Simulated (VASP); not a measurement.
Here is a VASP 6.6.1 calculation.

File INCAR:

```
SYSTEM = Ag
PREC = Accurate ; ENCUT = 520
EDIFF = 1E-7 ; ISMEAR = -1
SIGMA = 0.1 ; LREAL = .False.
LASPH = .True. ; NELM = 60
ALGO = Normal ; ISIF = 2
LWAVE = .False. ; LCHARG = .False.
GGA = CA ; NBANDS = 12
```

KPOINTS

```
Automatic mesh
0
Gamma
  16 16 16
  0 0 0
```

File POSCAR:

```
Ag
1.0
    2.4154801751      0.0000000000      0.0000000000
    0.0000000000      2.4154801751      0.0000000000
    0.0000000000      0.0000000000      2.4154801751
Ag
1
Direct
    0.0000000000      0.0000000000      0.0000000000
```

Potentials or basis: VASP PAW LDA potentials, release 64 (Ag).

Launch:

```console
$ cat potpaw_LDA.64/Ag/POTCAR > POTCAR
$ mpirun -np 1 vasp_std > vasp.out
```

Predict the pressure.

60.8 GPa.
